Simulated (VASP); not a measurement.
# Ti (P2_1/m) in VASP: notebook

Ti is run at these levels: PBEsol; tasks: single point.

Everything below comes from runs of VASP 6.6.1. Logs are shortened: lines on timing, memory, paths and dates and some standing lists are left out, and cuts for length are marked.

**1. The cell of the first run**

The structure is monoclinic, space group P2_1/m (No. 11). The conventional cell has a = 2.893 Å, b = 4.686 Å, c = 2.951 Å, α = 90.00°, β = 118.05°, γ = 90.00°. Within 3.8 Å of Ti (site symmetry m) lie 12 Ti at 2.88 to 3.01 Å.

**2. Single point, PBEsol (strain +0.0450 x Voigt [0, 0, 0, 0, 0, 1])**

The input, INCAR:

```
ALGO     = Fast           # electronic algorithm
EDIFF    = 1E-6           # SCF threshold, eV
ENCUT    = 520            # plane-wave cutoff, eV
GGA      = PS             # functional
ISIF     = 2              # what is computed and relaxed
ISMEAR   = 0              # smearing method
LASPH    = True           # aspherical terms in the spheres
LCHARG   = False          # write CHGCAR
LREAL    = False          # projectors in reciprocal space
LWAVE    = False          # write WAVECAR
NBANDS   = 19             # bands
NELM     = 100            # most SCF steps
PREC     = Accurate       # precision mode
SIGMA    = 0.15           # smearing width, eV
```

The input, KPOINTS:

```
k-points
0
Gamma
  18 18 10
```

The input, POSCAR:

```
Ti
1.0
    2.9499978604      0.0663749519      0.0000000000
   -1.4175165357      2.5215856123      0.0000000000
    0.0000000000      0.0000000000      4.6860000000
Ti
2
Direct
    0.3333333333      0.6666666667      0.2500000000
    0.6666666667      0.3333333333      0.7500000000
```

Potentials or basis: VASP PAW PBE potentials, release 64 (Ti_sv).

The run is started by

```bash
$ cat potpaw_PBE.64/Ti_sv/POTCAR > POTCAR
$ mpirun -np 1 vasp_std > vasp.out
```

OUTCAR:

```text
EDIFF = 1E-6
   ENCUT = 520
   GGA = PS
   ISIF = 2
   ISMEAR = 0
   LASPH = True
   LREAL = False
   NELM = 100
   PREC = Accurate

 ion  position               nearest neighbor table
   1  0.333  0.667  0.250-   2 2.88   2 2.88   2 2.90   2 2.90   2 2.92   2 2.92
   2  0.667  0.333  0.750-   1 2.88   1 2.88   1 2.90   1 2.90   1 2.92   1 2.92

  Warning from LATTYP: Monoclinic adjustment (A1->A3, A2->A1, A3->A2)!
  LATTYP: Found a simple monoclinic cell.
 ALAT       =     2.8927058491
 B/A-ratio  =     1.6199365731
 C/A-ratio  =     1.0200637874
 COS(beta)  =    -0.4702989566

  Lattice vectors:

 A1 = (  -1.4175165357,   2.5215856123,   0.0000000000)
 A2 = (   0.0000000000,   0.0000000000,   4.6860000000)
 A3 = (   2.9499978604,   0.0663749519,   0.0000000000)

Analysis of symmetry for initial positions (statically):
=====================================================================
 Subroutine PRICEL returns:
 Original cell was already a primitive cell.

 Routine SETGRP: Setting up the symmetry group for a
 simple monoclinic supercell.

 Subroutine GETGRP returns: Found  4 space group operations
 (whereof  2 operations were pure point group operations)
 out of a pool of  4 trial point group operations.

The static configuration has the point symmetry S_2 .
 The point group associated with its full space group is C_2h.

Analysis of symmetry for dynamics (positions and initial velocities):
=====================================================================
 Subroutine PRICEL returns:
 Original cell was already a primitive cell.

 Routine SETGRP: Setting up the symmetry group for a
 simple monoclinic supercell.

 Subroutine GETGRP returns: Found  4 space group operations
 (whereof  2 operations were pure point group operations)
 out of a pool of  4 trial point group operations.

The dynamic configuration has the point symmetry S_2 .
 The point group associated with its full space group is C_2h.

 Subroutine INISYM returns: Found  4 space group operations
 (whereof  2 operations are pure point group operations),
 and found     1 'primitive' translations

----------------------------------------------------------------------------------------

                                     Primitive cell

  volume of cell :      35.2985

  direct lattice vectors                    reciprocal lattice vectors
     2.949997860  0.066374952  0.000000000     0.334749241  0.188180240  0.000000000
    -1.417516536  2.521585612  0.000000000    -0.008811505  0.391622454  0.000000000
     0.000000000  0.000000000  4.686000000     0.000000000  0.000000000  0.213401622

  length of vectors
     2.950744484  2.892705849  4.686000000     0.384016741  0.391721571  0.213401622

  position of ions in fractional coordinates (direct lattice)
     0.333333333  0.666666667  0.250000000
     0.666666667  0.333333333  0.750000000

  ion indices of the primitive-cell ions
   primitive index   ion index
                 1           1
                 2           2

----------------------------------------------------------------------------------------

 KPOINTS: k-points

Automatic generation of k-mesh.
 Grid dimensions read from file:
 generate k-points for:   18   18   10

 Generating k-lattice:

  Cartesian coordinates                     Fractional coordinates (reciprocal lattice)
     0.018597180  0.010454458  0.000000000     0.055555556  0.000000000  0.000000000
    -0.000489528  0.021756803  0.000000000     0.000000000  0.055555556  0.000000000
     0.000000000  0.000000000  0.021340162     0.000000000  0.000000000  0.100000000

  Length of vectors
     0.021334263  0.021762309  0.021340162

  Shift w.r.t. Gamma in fractional coordinates (k-lattice)
     0.000000000  0.000000000  0.000000000

 Subroutine IBZKPT returns following result:
 ===========================================

 Found    984 irreducible k-points:

 Following reciprocal coordinates:
            Coordinates               Weight
  0.000000  0.000000  0.000000      1.000000
  0.055556  0.000000  0.000000      2.000000
  0.111111  0.000000  0.000000      2.000000
  0.166667  0.000000  0.000000      2.000000
  0.222222  0.000000  0.000000      2.000000
  0.277778  0.000000  0.000000      2.000000
[... 16 lines left out ...]
 -0.333333  0.055556  0.000000      2.000000
 -0.277778  0.055556  0.000000      2.000000
 [... further k-points ...]
   k-points           NKPTS =    984   k-points in BZ     NKDIM =    984   number of bands    NBANDS=     19
   number of dos      NEDOS =    301   number of ions     NIONS =      2
   total plane-waves  NPLWV =  20736
   dimension x,y,z NGX =    24 NGY =   24 NGZ =   36
   dimension x,y,z NGXF=    48 NGYF=   48 NGZF=   72
   ions per type =               2
   NGX,Y,Z   is equivalent  to a cutoff of  13.52, 13.79, 12.77 a.u.
   NGXF,Y,Z  is equivalent  to a cutoff of  27.04, 27.59, 25.54 a.u.
 SYSTEM =  unknown system
   PREC   = accura    normal or accurate (medium, high low for compatibility)
   ISTART =      0    job   : 0-new  1-cont  2-samecut
   ICHARG =      2    charge: 1-file 2-atom 10-const
   ISPIN  =      1    spin polarized calculation?
   LNONCOLLINEAR =      F non collinear calculations
   LSORBIT =      F    spin-orbit coupling
   LASPH  =      T    aspherical Exc in radial PAW
   ENCUT  =  520.0 eV  38.22 Ry    6.18 a.u.   5.49  5.38  8.71*2*pi/ulx,y,z
   NELM   =    100;   NELMIN=  2; NELMDL= -5     # of ELM steps
   EDIFF  = 0.1E-05   stopping-criterion for ELM
   LREAL  =      F    real-space projection
   EDIFFG = 0.1E-04   stopping-criterion for IOM
   NSW    =      0    number of steps for IOM
   IBRION =     -1    ionic relax: 0-MD 1-quasi-New 2-CG
   NFREE  =      0    steps in history (QN), initial steepest desc. (CG)
   ISIF   =      2    stress and relaxation
   ISYM   =      2    0-nonsym 1-usesym 2-fastsym
   POTIM  = 0.5000    time-step for ionic-motion
   TEBEG  =    0.0;   TEEND  =   0.0 temperature during run
   PSTRESS=    0.0 pullay stress
   NELECT =      24.0000    total number of electrons
   NUPDOWN=      -1.0000    fix difference up-down
   EMIN   =  10.00;   EMAX   =-10.00  energy-range for DOS
   EFERMI =   0.00;   METHOD = LEGACY
   ISMEAR =     0;   SIGMA  =   0.15  broadening in eV -4-tet -1-fermi 0-gaus
   EFERMI_NEDOS =   21; number of points for ismear=-14 and -15
   IALGO  =     68    algorithm
   IMIX   =      4    mixing-type and parameters
     AMIX     =   0.40;   BMIX     =  1.00
     AMIX_MAG =   1.60;   BMIX_MAG =  1.00
  volume/ion in A,a.u.               =      17.65       119.10
  Fermi-wavevector in a.u.,A,eV,Ry     =   1.439549  2.720353 28.195370  2.072301
  Thomas-Fermi vector in A             =   2.558392
   LORBIT       =      0    0 simple, 1 ext, 2 COOP (PROOUT), +10 PAW based schemes
   GGA     = PS    functional components
   LHFCALC =     F    Hartree Fock is set to
   AEXX    =    0.0000 exact exchange contribution
   IVDW    =     0    specifies the selected vdW correction
   LEPSILON=     F    determine dielectric tensor
   LRPA    =     F    only Hartree local field effects (RPA)
 non-spin polarized calculation
 RMM-DIIS sequential band-by-band and
 Gauss-broadening in eV      SIGMA  =   0.15
  energy-cutoff  :      520.00
  volume of cell :       35.30
 maximum number of plane-waves:       978
 NGX is ok and might be reduce to    24
   NGX = 11   NGY = 11   NGZ = 17

 number of electron      24.0000000 magnetization

 Free energy of the ion-electron system (eV)
  ---------------------------------------------------
  ext. energy  EPLUGINS =         0.00000000
  ---------------------------------------------------
  free energy    TOTEN  =       -16.63954015 eV

  energy without entropy =      -16.61439603  energy(sigma->0) =      -16.62696809

 E-fermi :   8.0283     XC(G=0): -11.5580

 val. band max:        8.0265430421   @ k =   0.0000   0.1667   0.4000
 cond. band min:       8.0287209354   @ k =   0.4444   0.3889   0.3000
 fundamental gap:      0.0021778932
 Fermi energy:         8.0283139621

 k-point     1 :       0.0000    0.0000    0.0000
  band No.  band energies     occupation
      1     -48.6113      2.00000
      2     -48.4820      2.00000
      3     -25.2834      2.00000
      4     -24.6820      2.00000
      5     -24.6414      2.00000
      6     -24.6049      2.00000
[... 11 lines left out ...]
     18       9.7137      0.00000
     19      11.0799      0.00000

 k-point     2 :       0.0556    0.0000    0.0000
  band No.  band energies     occupation
      1     -48.6086      2.00000
      2     -48.4810      2.00000
      3     -25.2772      2.00000
      4     -24.6941      2.00000
      5     -24.6459      2.00000
      6     -24.6077      2.00000
[... 11 lines left out ...]
     18       9.6697      0.00000
     19      11.2303      0.00000

 k-point     3 :       0.1111    0.0000    0.0000
  band No.  band energies     occupation
      1     -48.6009      2.00000
      2     -48.4781      2.00000
      3     -25.2591      2.00000
      4     -24.7300      2.00000
      5     -24.6576      2.00000
      6     -24.6363      2.00000
[... 11 lines left out ...]
     18       9.7062      0.00000
     19      11.2758      0.00000

 k-point     4 :       0.1667    0.0000    0.0000
  band No.  band energies     occupation
      1     -48.5887      2.00000
      2     -48.4740      2.00000
      3     -25.2303      2.00000
      4     -24.7860      2.00000
      5     -24.6933      2.00000
      6     -24.6740      2.00000
[... 11 lines left out ...]
     18       9.9239      0.00000
     19      11.3501      0.00000

 k-point     5 :       0.2222    0.0000    0.0000
  band No.  band energies     occupation
      1     -48.5733      2.00000
      2     -48.4693      2.00000
      3     -25.1927      2.00000
      4     -24.8555      2.00000
      5     -24.7618      2.00000
      6     -24.6935      2.00000
[... 11 lines left out ...]
     18      10.2104      0.00000
     19      11.4221      0.00000
[... 334 lines left out ...]
      2     -48.4599      2.00000
      3     -25.0774      2.00000
      4     -25.0358      2.00000
      5     -24.9724      2.00000
      6     -24.7592      2.00000
[... 11 lines left out ...]
     18      11.5434      0.00000
     19      11.7104      0.00000

 k-point    22 :      -0.3889    0.0556    0.0000
  band No.  band energies     occupation
      1     -48.5292      2.00000
      2     -48.4602      2.00000
      3     -25.0751      2.00000
      4     -25.0310      2.00000
      5     -24.9326      2.00000
      6     -24.7451      2.00000
[... 11 lines left out ...]
     18      11.2450      0.00000
     19      11.5201      0.00000

 k-point    23 :      -0.3333    0.0556    0.0000
  band No.  band energies     occupation
      1     -48.5452      2.00000
      2     -48.4623      2.00000
      3     -25.1205      2.00000
      4     -24.9679      2.00000
      5     -24.8769      2.00000
      6     -24.7263      2.00000
[... 11 lines left out ...]
     18      10.8212      0.00000
     19      11.4829      0.00000

 k-point    24 :      -0.2778    0.0556    0.0000
  band No.  band energies     occupation
      1     -48.5623      2.00000
      2     -48.4659      2.00000
      3     -25.1657      2.00000
      4     -24.8957      2.00000
      5     -24.8112      2.00000
      6     -24.7049      2.00000
[... 11 lines left out ...]
     18      10.4278      0.00000
     19      11.4310      0.00000

 [... further k-points ...]
[... 5 lines left out ...]
  --------------------------------------------------------------------------------------
  -------------------------------------------------------------------------------------
  Total       -1.3514598     -1.3204434     -1.5139250     -0.5857992      0.0000000      0.0000000
  in kB      -61.3419120    -59.9340974    -68.7161043    -26.5890568      0.0000000      0.0000000
  external PRESSURE =     -63.3307046 kB  Pullay stress =       0.0000000 kB

 VOLUME and BASIS-vectors are now :
 -----------------------------------------------------------------------------
  energy-cutoff  :      520.00
  volume of cell :       35.30
      direct lattice vectors                 reciprocal lattice vectors
     2.949997860  0.066374952  0.000000000     0.334749241  0.188180240  0.000000000
    -1.417516536  2.521585612  0.000000000    -0.008811505  0.391622454  0.000000000
     0.000000000  0.000000000  4.686000000     0.000000000  0.000000000  0.213401622

 POSITION                                       TOTAL-FORCE (eV/Angst)
 -----------------------------------------------------------------------------------
      0.03832      1.70318      1.17150        -0.113575      0.007449      0.000000
      1.49416      0.88478      3.51450         0.113575     -0.007449      0.000000
 -----------------------------------------------------------------------------------
    total drift:                               -0.000000      0.000000     -0.000000

  FREE ENERGIE OF THE ION-ELECTRON SYSTEM (eV)
  ---------------------------------------------------
  free  energy   TOTEN  =       -16.6395401537 eV

  energy  without entropy=      -16.6143960252  energy(sigma->0) =      -16.62696809
```

Wall time 11 min (1 thread of Intel Xeon 6975P-C (Granite Rapids), shared host); peak memory 0.6 GiB.

What came out:

```yaml
Free_energy: -16.6395 eV
Pressure: -6.3 GPa
Largest_force: 0.114 eV/Å
Band_gap_on_the_k_mesh: zero (band 12 reaches 8.75 eV, above the bottom of band 13 at 7.70 eV)
```

Forces in eV/Å, atoms in the order of the input:
```
Ti  -0.114  0.007  0.000
Ti   0.114 -0.007  0.000
```

Levels at points of the mesh, in eV from the Fermi level:
```csv
k point,band 9,band 10,band 11,band 12,band 13,band 14,band 15,band 16
"(0.00, 0.00, 0.00)",-6.16,-2.64,0.51,0.72,0.87,1.03,1.06,1.50
"(0.50, 0.00, 0.00)",-2.36,-2.09,-1.80,-0.76,0.53,0.71,1.00,3.26
"(0.00, 0.50, 0.00)",-2.30,-2.09,-1.80,-0.60,0.41,0.70,1.16,3.28
"(0.50, 0.50, 0.00)",-2.27,-2.12,-1.80,-0.44,0.30,0.67,1.31,3.36
"(0.00, 0.00, 0.50)",-4.33,-4.33,0.09,0.09,0.45,0.45,0.93,0.93
"(0.50, 0.00, 0.50)",-2.53,-2.53,-0.81,-0.81,1.14,1.14,1.86,1.86
"(0.00, 0.50, 0.50)",-2.49,-2.49,-0.78,-0.78,1.31,1.31,1.72,1.72
"(0.50, 0.50, 0.50)",-2.47,-2.47,-0.77,-0.77,1.48,1.48,1.58,1.58
```

Caveat: the cell differs from its parent crystal (strain +0.0450 x Voigt [0, 0, 0, 0, 0, 1]); the PAW data sets were made with another functional, which shifts forces and pressure a little.

**3. Single point, PBEsol (strain -0.0300 x Voigt [0, 0, 0, 0, 0, 1])**

The input, INCAR:

```
SYSTEM = Ti
PREC = Accurate ; ENCUT = 520
EDIFF = 1E-7 ; ISMEAR = 0
SIGMA = 0.15 ; LREAL = .FALSE.
LASPH = .TRUE. ; NELM = 100
ALGO = Fast ; ISIF = 2
LWAVE = .FALSE. ; LCHARG = .TRUE.
GGA = PS ; LELF = .TRUE.
LVHAR = .TRUE. ; NBANDS = 19
```

The input, KPOINTS:

```
Automatic mesh
0
G
  18 18 10
  0 0 0
```

The input, POSCAR:

```
Ti
1.0
    2.9499978604     -0.0442499679      0.0000000000
   -1.5133205265      2.5768980722      0.0000000000
    0.0000000000      0.0000000000      4.6860000000
Ti
2
Direct
    0.3333333333      0.6666666667      0.2500000000
    0.6666666667      0.3333333333      0.7500000000
```

Potentials or basis: VASP PAW PBE potentials, release 64 (Ti_sv).

The run is started by

```bash
$ cat potpaw_PBE.64/Ti_sv/POTCAR > POTCAR
$ mpirun -np 1 vasp_std > vasp.out
```

Run time: 15 min. Hardware: 1 thread of Intel Xeon 6975P-C (Granite Rapids), shared host; peak memory 0.61 GiB.

It converged, with:

* Free energy: -16.6466 eV
* Pressure: -6.0 GPa
* Largest force: 0.077 eV/Å
* Band gap on the k mesh: zero (band 12 reaches 8.75 eV, above the bottom of band 13 at 7.70 eV)

Forces on the atoms (eV/Å):
```
Ti   0.077  0.003  0.000
Ti  -0.077 -0.003  0.000
```

Stress tensor (GPa, compression positive):
```
-5.85  1.80  0.00
 1.80 -5.79  0.00
 0.00  0.00 -6.49
```

Levels at points of the mesh, in eV from the Fermi level:
```csv
k point,band 8,band 9,band 10,band 11,band 12,band 13,band 14,band 15,band 16,band 17
"(0.00, 0.00, 0.00)",-32.59,-6.17,-2.65,0.59,0.72,0.86,0.96,1.10,1.42,1.57
"(0.50, 0.00, 0.00)",-32.69,-2.29,-2.12,-1.80,-0.51,0.36,0.65,1.25,3.34,3.48
"(0.00, 0.50, 0.00)",-32.67,-2.32,-2.10,-1.81,-0.61,0.44,0.65,1.15,3.29,3.51
"(0.50, 0.50, 0.00)",-32.65,-2.35,-2.10,-1.80,-0.72,0.55,0.64,1.05,3.27,3.50
"(0.00, 0.00, 0.50)",-32.64,-4.33,-4.33,0.08,0.08,0.52,0.52,0.85,0.85,2.71
"(0.50, 0.00, 0.50)",-32.78,-2.48,-2.48,-0.78,-0.78,1.42,1.42,1.62,1.62,3.46
"(0.00, 0.50, 0.50)",-32.75,-2.50,-2.50,-0.79,-0.79,1.30,1.30,1.71,1.71,3.41
"(0.50, 0.50, 0.50)",-32.73,-2.52,-2.52,-0.81,-0.81,1.19,1.19,1.81,1.81,3.41
```

Caveat: the cell differs from its parent crystal (strain -0.0300 x Voigt [0, 0, 0, 0, 0, 1]); the PAW data sets were made with another functional, which shifts forces and pressure a little.
